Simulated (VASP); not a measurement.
# O2 in VASP: single point with r2SCAN

Aim: the single point of O2 with r2SCAN.

Program: VASP 6.6.1. These are calculated values, not measurements. Logs are shortened: lines on timing, memory, paths and dates and some standing lists are left out, and cuts for length are marked.

**1. The cell of the first run**

The cell holds a molecule in a box, 2 atoms: a = 9.000 Å, b = 9.500 Å, c = 10.000 Å, α = 90.00°, β = 90.00°, γ = 90.00°.

**2. Single point, r2SCAN, collinear spin, ferromagnetic start**

The input, POSCAR:

```
O
1.0
    9.0000000000      0.0000000000      0.0000000000
    0.0000000000      9.5000000000      0.0000000000
    0.0000000000      0.0000000000     10.0000000000
O
2
Direct
    0.5000000000      0.5000000000      0.4397346704
    0.5000000000      0.5000000000      0.5602653296
```

The input, INCAR.step1:

```
SYSTEM = O
PREC = Accurate
ENCUT = 520
ISMEAR = -1
SIGMA = 0.02
LREAL = .False.
LASPH = .True.
NELM = 150
ISPIN = 2
MAGMOM = 1 1
NBANDS = 17
GGA = PE
ALGO = Normal
EDIFF = 1E-4
LWAVE = .True.
LCHARG = .False.
```

The input, INCAR.step2:

```
SYSTEM = O
PREC = Accurate
ENCUT = 520
EDIFF = 1E-7
ISMEAR = -1
SIGMA = 0.02
LREAL = .False.
LASPH = .True.
NELM = 150
ALGO = Normal
ISIF = 2
LWAVE = .False.
LCHARG = .True.
ISPIN = 2
MAGMOM = 1 1
LORBIT = 11
METAGGA = R2SCAN
LMIXTAU = .True.
LELF = .True.
LVHAR = .True.
NBANDS = 17
ISTART = 1
```

The input, KPOINTS:

```
Automatic mesh
0
Gamma
  1 1 1
  0 0 0
```

Potentials or basis: VASP PAW PBE potentials, release 64 (O).

The run is started by

```console
> cat potpaw_PBE.64/O/POTCAR > POTCAR
> cp INCAR.step1 INCAR
> mpirun -np 1 vasp_gam > vasp.out
> cp INCAR.step2 INCAR
> mpirun -np 1 vasp_gam > vasp.out
```

OUTCAR:

```text
SYSTEM = O
   PREC = Accurate
   ENCUT = 520
   EDIFF = 1E-7
   ISMEAR = -1
   LREAL = .False.
   LASPH = .True.
   NELM = 150
   ISIF = 2
   ISPIN = 2
   LORBIT = 11
   METAGGA = R2SCAN
   ISTART = 1

 ion  position               nearest neighbor table
   1  0.500  0.500  0.440-   2 1.21
   2  0.500  0.500  0.560-   1 1.21

  LATTYP: Found a simple orthorhombic cell.
 ALAT       =     9.0000000000
 B/A-ratio  =     1.0555555556
 C/A-ratio  =     1.1111111111

  Lattice vectors:

 A1 = (   9.0000000000,   0.0000000000,   0.0000000000)
 A2 = (   0.0000000000,   9.5000000000,   0.0000000000)
 A3 = (   0.0000000000,   0.0000000000,  10.0000000000)

Analysis of symmetry for initial positions (statically):
=====================================================================
 Subroutine PRICEL returns:
 Original cell was already a primitive cell.

 Routine SETGRP: Setting up the symmetry group for a
 simple orthorhombic supercell.

 Subroutine GETGRP returns: Found  8 space group operations
 (whereof  8 operations were pure point group operations)
 out of a pool of  8 trial point group operations.

The static configuration has the point symmetry D_2h.

Analysis of symmetry for dynamics (positions and initial velocities):
=====================================================================
 Subroutine PRICEL returns:
 Original cell was already a primitive cell.

 Routine SETGRP: Setting up the symmetry group for a
 simple orthorhombic supercell.

 Subroutine GETGRP returns: Found  8 space group operations
 (whereof  8 operations were pure point group operations)
 out of a pool of  8 trial point group operations.

The dynamic configuration has the point symmetry D_2h.

Analysis of structural, dynamic, and magnetic symmetry:
=====================================================================
 Subroutine PRICEL returns:
 Original cell was already a primitive cell.

 Routine SETGRP: Setting up the symmetry group for a
 simple orthorhombic supercell.

 Subroutine GETGRP returns: Found  8 space group operations
 (whereof  8 operations were pure point group operations)
 out of a pool of  8 trial point group operations.

The overall configuration has the point symmetry D_2h.

 Subroutine INISYM returns: Found  8 space group operations
 (whereof  8 operations are pure point group operations),
 and found     1 'primitive' translations

----------------------------------------------------------------------------------------

                                     Primitive cell

  volume of cell :     855.0000

  direct lattice vectors                    reciprocal lattice vectors
     9.000000000  0.000000000  0.000000000     0.111111111  0.000000000  0.000000000
     0.000000000  9.500000000  0.000000000     0.000000000  0.105263158  0.000000000
     0.000000000  0.000000000 10.000000000     0.000000000  0.000000000  0.100000000

  length of vectors
     9.000000000  9.500000000 10.000000000     0.111111111  0.105263158  0.100000000

  position of ions in fractional coordinates (direct lattice)
     0.500000000  0.500000000  0.439734670
     0.500000000  0.500000000  0.560265330

  ion indices of the primitive-cell ions
   primitive index   ion index
                 1           1
                 2           2

----------------------------------------------------------------------------------------

 KPOINTS: Automatic mesh

Automatic generation of k-mesh.
 Grid dimensions read from file:
 generate k-points for:    1    1    1

 Generating k-lattice:

  Cartesian coordinates                     Fractional coordinates (reciprocal lattice)
     0.111111111  0.000000000  0.000000000     1.000000000  0.000000000  0.000000000
     0.000000000  0.105263158  0.000000000     0.000000000  1.000000000  0.000000000
     0.000000000  0.000000000  0.100000000     0.000000000  0.000000000  1.000000000

  Length of vectors
     0.111111111  0.105263158  0.100000000

  Shift w.r.t. Gamma in fractional coordinates (k-lattice)
     0.000000000  0.000000000  0.000000000

 Subroutine IBZKPT returns following result:
 ===========================================

 Found      1 irreducible k-points:

 Following reciprocal coordinates:
            Coordinates               Weight
  0.000000  0.000000  0.000000      1.000000
   k-points           NKPTS =      1   k-points in BZ     NKDIM =      1   number of bands    NBANDS=     17
   number of dos      NEDOS =    301   number of ions     NIONS =      2
   total plane-waves  NPLWV = 403200
   dimension x,y,z NGX =    70 NGY =   72 NGZ =   80
   dimension x,y,z NGXF=   140 NGYF=  144 NGZF=  160
   ions per type =               2
   NGX,Y,Z   is equivalent  to a cutoff of  12.93, 12.60, 13.30 a.u.
   NGXF,Y,Z  is equivalent  to a cutoff of  25.86, 25.20, 26.60 a.u.
 SYSTEM =  O
   PREC   = accura    normal or accurate (medium, high low for compatibility)
   ISTART =      1    job   : 0-new  1-cont  2-samecut
   ICHARG =      0    charge: 1-file 2-atom 10-const
   ISPIN  =      2    spin polarized calculation?
   LNONCOLLINEAR =      F non collinear calculations
   LSORBIT =      F    spin-orbit coupling
   LASPH  =      T    aspherical Exc in radial PAW
   ENCUT  =  520.0 eV  38.22 Ry    6.18 a.u.  16.73 17.66 18.59*2*pi/ulx,y,z
   NELM   =    150;   NELMIN=  2; NELMDL=  0     # of ELM steps
   EDIFF  = 0.1E-06   stopping-criterion for ELM
   LREAL  =      F    real-space projection
   EDIFFG = 0.1E-05   stopping-criterion for IOM
   NSW    =      0    number of steps for IOM
   IBRION =     -1    ionic relax: 0-MD 1-quasi-New 2-CG
   NFREE  =      0    steps in history (QN), initial steepest desc. (CG)
   ISIF   =      2    stress and relaxation
   ISYM   =      2    0-nonsym 1-usesym 2-fastsym
   POTIM  = 0.5000    time-step for ionic-motion
   TEBEG  =    0.0;   TEEND  =   0.0 temperature during run
   PSTRESS=    0.0 pullay stress
   NELECT =      12.0000    total number of electrons
   NUPDOWN=      -1.0000    fix difference up-down
   EMIN   =  10.00;   EMAX   =-10.00  energy-range for DOS
   EFERMI =   0.00;   METHOD = LEGACY
   ISMEAR =    -1;   SIGMA  =   0.02  broadening in eV -4-tet -1-fermi 0-gaus
   EFERMI_NEDOS =   21; number of points for ismear=-14 and -15
   IALGO  =     38    algorithm
   IMIX   =      4    mixing-type and parameters
     AMIX     =   0.40;   BMIX     =  1.00
     AMIX_MAG =   1.60;   BMIX_MAG =  1.00
  volume/ion in A,a.u.               =     427.50      2884.91
  Fermi-wavevector in a.u.,A,eV,Ry     =   0.394893  0.746240  2.121703  0.155941
  Thomas-Fermi vector in A             =   1.339966
   LORBIT       =     11    0 simple, 1 ext, 2 COOP (PROOUT), +10 PAW based schemes
   METAGGA = R2SCAN    functional components
   LHFCALC =     F    Hartree Fock is set to
   AEXX    =    0.0000 exact exchange contribution
   IVDW    =     0    specifies the selected vdW correction
   LEPSILON=     F    determine dielectric tensor
   LRPA    =     F    only Hartree local field effects (RPA)
 spin polarized calculation
  energy-cutoff  :      520.00
  volume of cell :      855.00
 maximum number of plane-waves:     11510
 NGX is ok and might be reduce to    70
   NGX = 33   NGY = 35   NGZ = 37

 number of electron      12.0000002 magnetization       2.0000000

 Free energy of the ion-electron system (eV)
  ---------------------------------------------------
  ext. energy  EPLUGINS =         0.00000000
  ---------------------------------------------------
  free energy    TOTEN  =       -11.84850076 eV

  energy without entropy =      -11.84850076  energy(sigma->0) =      -11.84850076

 E-fermi :  -6.7744     XC(G=0):  -0.4310

 val. band max:       -7.2919912042   @ k =   0.0000   0.0000   0.0000
 cond. band min:      -3.8407903363   @ k =   0.0000   0.0000   0.0000
 fundamental gap:      3.4512008679
 Fermi energy:        -6.7744181673

 spin component 1

 k-point     1 :       0.0000    0.0000    0.0000
  band No.  band energies     occupation
      1     -34.5399      1.00000
      2     -21.7301      1.00000
      3     -14.1893      1.00000
      4     -14.1893      1.00000
      5     -13.8958      1.00000
      6      -7.2920      1.00000
[... 9 lines left out ...]
     16       3.1576      0.00000
     17       3.1620      0.00000
 Fermi energy:        -6.7744181673

 spin component 2

 k-point     1 :       0.0000    0.0000    0.0000
  band No.  band energies     occupation
      1     -33.1679      1.00000
      2     -19.2983      1.00000
      3     -12.7893      1.00000
      4     -11.6908      1.00000
      5     -11.6908      1.00000
      6      -3.8408      0.00000
[... 9 lines left out ...]
     16       3.2389      0.00000
     17       3.2416      0.00000

------------------------ aborting loop because EDIFF is reached ----------------------------------------

  FORCE on cell =-STRESS in cart. coord.  units (eV):
  Direction    XX          YY          ZZ          XY          YZ          ZX
  --------------------------------------------------------------------------------------
  -------------------------------------------------------------------------------------
  Total       -0.0766614     -0.0772820      1.6534483      0.0000000      0.0000000      0.0000000
  in kB       -0.1436551     -0.1448182      3.0983829      0.0000000      0.0000000      0.0000000
  external PRESSURE =       0.9366365 kB  Pullay stress =       0.0000000 kB

 VOLUME and BASIS-vectors are now :
 -----------------------------------------------------------------------------
  energy-cutoff  :      520.00
  volume of cell :      855.00
      direct lattice vectors                 reciprocal lattice vectors
     9.000000000  0.000000000  0.000000000     0.111111111  0.000000000  0.000000000
     0.000000000  9.500000000  0.000000000     0.000000000  0.105263158  0.000000000
     0.000000000  0.000000000 10.000000000     0.000000000  0.000000000  0.100000000

 POSITION                                       TOTAL-FORCE (eV/Angst)
 -----------------------------------------------------------------------------------
      4.50000      4.75000      4.39735         0.000000      0.000000     -1.453551
      4.50000      4.75000      5.60265         0.000000      0.000000      1.453551
 -----------------------------------------------------------------------------------
    total drift:                                0.000000      0.000000     -0.000000

  FREE ENERGIE OF THE ION-ELECTRON SYSTEM (eV)
  ---------------------------------------------------
  free  energy   TOTEN  =       -11.8485007555 eV

  energy  without entropy=      -11.8485007555  energy(sigma->0) =      -11.84850076

 total charge

# of ion       s       p       d       tot
------------------------------------------
    1        1.615   3.329   0.000   4.944
    2        1.615   3.329   0.000   4.944
--------------------------------------------------
tot          3.230   6.659   0.000   9.889

 magnetization (x)

# of ion       s       p       d       tot
------------------------------------------
    1        0.015   0.816   0.000   0.831
    2        0.015   0.816   0.000   0.831
--------------------------------------------------
tot          0.029   1.632   0.000   1.661
```

It took 7.3 min on 1 thread of Intel Xeon Platinum 8259CL at 2.50GHz (Skylake/Cascade Lake), shared host; peak memory 1.2 GiB.

What came out:

```yaml
Free_energy: -11.8485 eV
Largest_force: 1.454 eV/Å
Gap_between_the_frontier_levels: 3.45 eV
Net_moment: 2.00 μB per cell
Site_moments: O +0.83 μB
Valence_electrons_inside_the_program's_atomic_spheres: O 4.94
```

Forces on the atoms (eV/Å):
```
O    0.000  0.000 -1.454
O    0.000  0.000  1.454
```

Caveat: the standard files for N, O and F lose accuracy on very short bonds; the PAW data sets were made with another functional, which shifts forces and pressure a little.
